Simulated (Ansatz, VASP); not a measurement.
Hf in VASP and in Ansatz

Contents of INCAR:

```
SYSTEM = Hf
ALGO = Normal
EDIFF = 1E-6
EDIFFG = -0.005
ENCUT = 600
GGA = PE
IBRION = 2
ISIF = 3
ISMEAR = -1
LASPH = .TRUE.
LCHARG = .FALSE.
LREAL = .FALSE.
LWAVE = .FALSE.
NELM = 100
NSW = 100
PREC = Accurate
SIGMA = 0.03
```

The input KPOINTS:

```
k-points
0
G
  12 12 12
  0 0 0
```

The input POSCAR:

```
Hf
1.0
    3.0475574160      0.0000000000      0.0000000000
    0.0000000000      3.0475574160      0.0000000000
    0.0000000000      0.0000000000      3.0475574160
Hf
1
Direct
    0.0000000000      0.0000000000      0.0000000000
```

Input for Ansatz:

```yaml
crystal:
  lattice:
    - [3.047557416, 0.0, 0.0]
    - [0.0, 3.047557416, 0.0]
    - [0.0, 0.0, 3.047557416]
  atoms:
    - { symbol: Hf, position: [0.0, 0.0, 0.0] }
kpoints:
  mp_grid: { grid: [12, 12, 12] }
scf:
  occupations: { method: fermi_dirac, width: 0.03 }
hamiltonian:
  xc: pbe
  pseudopotentials: { kind: paw }
output:
  forces: true
  stress: true
relax:
  f_tol: 0.005
  max_steps: 80
  cell: {}
```

Alike in both runs: task relaxation of cell and atoms; functional PBE; k mesh 12 × 12 × 12; occupations fermi-dirac, width 0.03 eV; no spin polarisation.

|  | VASP | Ansatz |
| --- | --- | --- |
| version | VASP 6.6.1 | Ansatz 0.2.0 |
| potentials or method | VASP PAW PBE potentials, release 64 (Hf_pv) | PAW with Ansatz's default frozen-core files, scalar-relativistic |
| plane-wave cutoff (eV) | 600 | 420 |
| valence electrons in the cell | 10 | 26 |

Ansatz gave:

| Quantity | Value |
| --- | --- |
| relaxed volume (Å³/atom) | 24.91 |
| relaxed cell length with the largest relative difference (Å) | 2.920 |

Task: What did VASP give for the same quantities?

Result: Relaxed volume (Å³/atom): 24.82; relaxed cell length with the largest relative difference (Å): 2.917.

VASP's potentials hold 10 valence electrons a cell and Ansatz's 26, so a difference there can come from the potentials and not from the codes.

Neither program's run includes spin-orbit coupling.
